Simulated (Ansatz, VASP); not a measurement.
**Na in VASP and in Ansatz**

```
Na
1.0
     3.22422   -1.88067   -0.04017
     3.22422    1.88067   -0.04017
    -2.31088    0.00000    9.18509
Na
3
Direct
  0.00000 0.00000 0.00000
  0.22551 0.22551 0.66669
  0.77449 0.77449 0.33331
```

Alike in both runs: functional PBE; k mesh 14 × 14 × 6; occupations gaussian, width 0.1 eV; no spin polarisation.

Ansatz relaxed the structure, and its values are those at the end. VASP's run is a single point on that final structure, the one shown.

|  | VASP | Ansatz |
| --- | --- | --- |
| version | VASP 6.6.1 | Ansatz 0.2.0 |
| potentials or method | VASP PAW PBE potentials, release 64 (Na_pv), cutoff 520 eV | scalar-relativistic, plane waves, PAW |
| valence electrons in the cell | 21 | 27 |

```csv
,VASP,Ansatz,Ansatz less VASP
gap on the k mesh at the Fermi level (eV),none,none,-
pressure (GPa),0.0,0.0,-0.01
```

A gap of «none» marks a metal or a gap that the smearing closes. With one functional, cell and mesh, what is left measures potentials, basis and numerics. VASP's potentials hold 21 valence electrons a cell and Ansatz's 27, so a difference there can come from the potentials and not from the codes.
